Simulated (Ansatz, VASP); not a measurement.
## One calculation of Pt2S, two programs

```
CELL_PARAMETERS angstrom
-1.51504 1.51504 4.98388
1.51504 -1.51504 4.98388
1.51504 1.51504 -4.98388
ATOMIC_POSITIONS crystal
Pt 0.65418 0.65418 0.00000
Pt 0.34582 0.34582 0.00000
S 0.00000 0.00000 0.00000
```

Alike in both runs: functional PBE; k mesh 22 × 22 × 22; occupations gaussian, width 0.1 eV; no spin polarisation.

Ansatz relaxed the structure, and its values are those at the end. VASP's run is a single point on that final structure, the one shown.

|  | VASP | Ansatz |
| --- | --- | --- |
| version | VASP 6.6.1 | Ansatz 0.2.0 |
| potentials or method | VASP PAW PBE potentials, release 64 (Pt, S), cutoff 520 eV | scalar-relativistic, plane waves, PAW |
| valence electrons in the cell | 26 | 42 |

Ansatz gave:

* gap on the k mesh at the Fermi level (eV): none
* pressure (GPa): 0.0

Question: Which values does VASP return?

Answer: gap on the k mesh at the Fermi level (eV): none; pressure (GPa): -0.3.

A gap of «none» marks a metal or a gap that the smearing closes. VASP's potentials hold 26 valence electrons a cell and Ansatz's 42, so a difference there can come from the potentials and not from the codes.

Neither program's run includes spin-orbit coupling.
